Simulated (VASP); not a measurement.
Al4VN5:

```
CELL_PARAMETERS angstrom
1.89512 1.89512 3.79024
-1.89512 -1.89512 3.79024
5.68536 -3.79024 1.89512
ATOMIC_POSITIONS crystal
N 0.94486 0.74419 0.60546
N 0.85563 0.24963 0.79769
N 0.35439 0.74529 0.79821
N 0.75883 0.74312 0.99901
N 0.15097 0.74050 0.19924
N 0.05415 0.25115 0.39719
N 0.55925 0.74252 0.39980
N 0.44280 0.25554 0.60194
N 0.24437 0.24916 0.99357
N 0.65053 0.25525 0.20151
Al 0.20196 0.00057 0.60067
Al 0.09807 0.50177 0.79940
Al 0.99732 0.99131 0.99707
Al 0.38999 0.00484 0.20251
Al 0.30268 0.49555 0.40041
Al 0.79474 0.99816 0.39700
Al 0.70125 0.49495 0.60004
Al 0.49784 0.50742 0.99539
V 0.59919 0.99813 0.79895
V 0.89466 0.50372 0.19783
```

```yaml
Program: VASP 6.6.1
Task: relaxation of cell and atoms
Functional: PBE
Potentials_or_basis: VASP PAW PBE potentials, release 64 (N, Al, V_sv)
Cutoff: 600 eV
k_mesh: 3 × 3 × 2, shifted
Occupations: gaussian, width 0.1 eV
Spin: no spin polarisation
```

At the start: pressure 96.3 GPa; volume 6.81 Å³/atom.

Question: Where does the relaxation end?

Answer: Over 12 steps the energy falls by 484.2 meV/atom and the volume is 8.58 Å³/atom (+26.0 %); space group C2 (No. 5, to 0.1 Å) before, C2/c (No. 15, to 0.1 Å).

Step by step:
| step | energy change (eV) | largest force (eV/Å) | pressure (GPa) | volume (Å³) |
| --- | --- | --- | --- | --- |
| 1 | 0.0000 | 3.9786 | 96.35 | 136.13 |
| 2 | 1.5815 | 1.2512 | -42.21 | 233.71 |
| 3 | -9.5221 | 0.8831 | -3.88 | 174.07 |
| 4 | -9.5632 | 0.8445 | -0.83 | 171.93 |
| 5 | -9.5675 | 0.8273 | 0.50 | 171.04 |
| 6 | -9.6533 | 0.5233 | -0.95 | 171.97 |
| 7 | -9.6543 | 0.4666 | -0.81 | 171.88 |
| 8 | -9.6775 | 0.1491 | 0.45 | 171.13 |
| 9 | -9.6786 | 0.1383 | 0.80 | 170.92 |
| 10 | -9.6831 | 0.0847 | -0.31 | 171.70 |
| 11 | -9.6831 | 0.0875 | -0.25 | 171.65 |
| 12 | -9.6842 | 0.0255 | -0.05 | 171.52 |

Final structure:
```cif
data_structure
_symmetry_space_group_name_H-M 'P 1'
_symmetry_Int_Tables_number 1
_cell_length_a 5.0416
_cell_length_b 5.0439
_cell_length_c 7.6270
_cell_angle_alpha 83.392
_cell_angle_beta 70.682
_cell_angle_gamma 69.578
_cell_volume 171.52
loop_
_atom_site_label
_atom_site_type_symbol
_atom_site_fract_x
_atom_site_fract_y
_atom_site_fract_z
_atom_site_occupancy
N1 N 0.95281 0.74600 0.59578 1
N2 N 0.85793 0.25687 0.79979 1
N3 N 0.34084 0.74037 0.79978 1
N4 N 0.74934 0.74877 0.99920 1
N5 N 0.15821 0.75705 0.19860 1
N6 N 0.04931 0.24633 0.40249 1
N7 N 0.54693 0.75097 0.40242 1
N8 N 0.45032 0.25065 0.59566 1
N9 N 0.24953 0.24875 0.99915 1
N10 N 0.64126 0.24051 0.19845 1
Al1 Al 0.19916 0.99849 0.60101 1
Al2 Al 0.10367 0.49847 0.79169 1
Al3 Al 0.99910 0.99890 0.99961 1
Al4 Al 0.39557 0.99905 0.20655 1
Al5 Al 0.30079 0.49867 0.39726 1
Al6 Al 0.79891 0.99844 0.40088 1
Al7 Al 0.70104 0.49821 0.59744 1
Al8 Al 0.49974 0.49876 0.99878 1
V1 V 0.59300 0.99834 0.81283 1
V2 V 0.90603 0.49916 0.18552 1
```

Caveat: the k points lie up to 0.47 Å⁻¹ apart in the final cell; the volume moved by over 15 % at a fixed basis, so the end points are rough; the run has no spin polarisation, though such a crystal can be magnetic.
